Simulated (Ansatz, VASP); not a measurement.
RbBr in VASP and in Ansatz

File POSCAR:

```
RbBr
1.0
    4.2005781372      0.0000000000      0.0000000000
    0.0000000000      4.2005781372      0.0000000000
    0.0000000000      0.0000000000      4.2005781372
Rb Br
1 1
Direct
    0.0000000000      0.0000000000      0.0000000000
    0.5000000000      0.5000000000      0.5000000000
```

INCAR.step1

```
PREC     = Accurate       # precision mode
ENCUT    = 520            # plane-wave cutoff, eV
ISMEAR   = 0              # smearing method
SIGMA    = 0.01           # smearing width, eV
LREAL    = F              # projectors in reciprocal space
LASPH    = T              # aspherical terms in the spheres
NELM     = 100            # most SCF steps
NBANDS   = 15             # bands
GGA      = PE             # functional
ALGO     = Normal         # electronic algorithm
EDIFF    = 1E-4           # SCF threshold, eV
LWAVE    = T              # write WAVECAR
LCHARG   = F              # write CHGCAR
```

INCAR.step2

```
PREC     = Accurate       # precision mode
ENCUT    = 520            # plane-wave cutoff, eV
EDIFF    = 1E-6           # SCF threshold, eV
ISMEAR   = 0              # smearing method
SIGMA    = 0.01           # smearing width, eV
LREAL    = F              # projectors in reciprocal space
LASPH    = T              # aspherical terms in the spheres
NELM     = 100            # most SCF steps
ALGO     = Normal         # electronic algorithm
ISIF     = 2              # what is computed and relaxed
LWAVE    = F              # write WAVECAR
LCHARG   = T              # write CHGCAR
METAGGA  = R2SCAN         # meta-GGA
LMIXTAU  = T            
LELF     = T              # ELF
LVHAR    = T            
NBANDS   = 15             # bands
ISTART   = 1
```

The input KPOINTS:

```
Automatic mesh
0
Gamma
  6 6 6
```

Input for Ansatz:

```yaml
crystal:
  lattice:
    - [4.2005781372, 0.0, 0.0]
    - [0.0, 4.2005781372, 0.0]
    - [0.0, 0.0, 4.2005781372]
  atoms:
    - { symbol: Rb, position: [0.0, 0.0, 0.0] }
    - { symbol: Br, position: [0.5, 0.5, 0.5] }
kpoints:
  mp_grid: { grid: [6, 6, 6] }
  band_path:
    path:
      - [0.0, 0.0, 0.0]
      - [0.0, 0.5, 0.0]
      - [0.5, 0.5, 0.0]
      - [0.5, 0.5, 0.5]
      - [0.0, 0.5, 0.5]
    npoints: 1
hamiltonian:
  xc: r2scan
scf:
  occupations: { method: fixed }
  n_extra_bands: 4
output:
  forces: true
  stress: true
  eigenvalues: true
```

Change from the starting cell: hydrostatic strain +1.8%.

Alike in both runs: task single point; functional r2SCAN; k mesh 6 × 6 × 6; no spin polarisation.

|  | VASP | Ansatz |
| --- | --- | --- |
| version | VASP 6.6.1 | Ansatz 0.2.0 |
| potentials or method | VASP PAW PBE potentials, release 64 (Rb_sv, Br) | plane waves, PAW |
| plane-wave cutoff (eV) | 520 | 500 |
| occupations | gaussian, width 0.01 eV | fixed |
| valence electrons in the cell | 16 | 16 |

|  | VASP | Ansatz | Ansatz less VASP |
| --- | --- | --- | --- |
| gap on the k mesh at the Fermi level (eV) | 4.64 | 4.63 | -0.003 |
| pressure (GPa) | -0.8 | -0.8 | -0.02 |

VASP's potentials were made for PBE, not for r2SCAN.
